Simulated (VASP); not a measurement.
AgBr, 2 atoms in the cell. Symmetry: Fm-3m, No. 225, cubic system. Conventional cell: a = 5.772 Å, b = 5.772 Å, c = 5.772 Å, α = 90.00°, β = 90.00°, γ = 90.00°. Within 3.8 Å of Ag (site symmetry m-3m) lie 6 Br at 2.89 Å. Within 3.8 Å of Br (site symmetry m-3m) lie 6 Ag at 2.89 Å. 

* Program: VASP 6.6.1
* Task: density of states
* Functional: LDA
* Potentials or basis: VASP PAW LDA potentials, release 64 (Ag, Br)
* Cutoff: 400 eV
* k mesh: 7 × 7 × 7
* Occupations: fermi-dirac, width 0.03 eV
* Spin: no spin polarisation
* Dipole correction: no
* k mesh for the DOS: 11 × 11 × 11
* Occupations for the DOS: tetrahedron
* Further INCAR settings: ALGO = Normal; EDIFF = 1e-06; NBANDS = 16

Potentials or basis: VASP PAW LDA potentials, release 64 (Ag, Br).

Run with:

```bash
$ cat potpaw_LDA.64/Ag/POTCAR potpaw_LDA.64/Br/POTCAR > POTCAR
$ cp INCAR.step1 INCAR
$ cp KPOINTS.step1 KPOINTS
$ mpirun -np 1 vasp_std > vasp.out
$ cp INCAR.step2 INCAR
$ cp KPOINTS.step2 KPOINTS
$ mpirun -np 1 vasp_std > vasp.out
```

Hardware: 1 thread of Intel(R) Xeon(R) 6975P-C (Granite Rapids), on a shared host.

Task: Estimate the wall time of this run.

Result: It took 13 s on 1 thread of Intel(R) Xeon(R) 6975P-C (Granite Rapids), with other jobs on the host, peak memory 0.15 GiB. Counts: k points 56.
